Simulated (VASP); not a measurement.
Here is a VASP 6.6.1 calculation.

File INCAR:

```
PREC = Accurate
ENCUT = 600
EDIFF = 1E-7
ISMEAR = 0
SIGMA = 0.1
LREAL = F
LASPH = T
NELM = 100
ALGO = Normal
ISIF = 3
LWAVE = F
LCHARG = F
GGA = PE
IBRION = 2
NSW = 100
EDIFFG = -0.01
```

Contents of KPOINTS:

```
Automatic mesh
0
Gamma
  20 20 20
```

File POSCAR:

```
Al
1.0
    2.7630160418      0.0000000000      0.0000000000
    0.0000000000      2.7630160418      0.0000000000
    0.0000000000      0.0000000000      2.6608551303
Al
1
Direct
    0.5000000000      0.5000000000      0.5000000000
```

Potentials or basis: VASP PAW PBE potentials, release 64 (Al).

Run with:

```console
$ cat potpaw_PBE.64/Al/POTCAR > POTCAR
$ mpirun -np 1 vasp_std > vasp.out
```

Task: Predict the relaxed volume.

Result: 20.15 Å³/atom.

Task: What does it give for the space group after relaxing (to 0.05 Å)?

Result: Pm-3m (No. 221).

Task: Predict the relaxed cell.

Result: a = 2.721 Å, b = 2.721 Å, c = 2.722 Å, α = 90.00°, β = 90.00°, γ = 90.00°.

Step by step:
```tsv
step	energy change (eV)	largest force (eV/Å)	pressure (GPa)	volume (Å³)
1	0.0000	0.0000	-0.25	20.31
2	-0.0077	0.0000	-0.15	20.21
3	-0.0080	0.0000	-0.08	20.19
4	-0.0080	0.0000	-0.07	20.18
5	-0.0080	0.0000	0.01	20.15
```
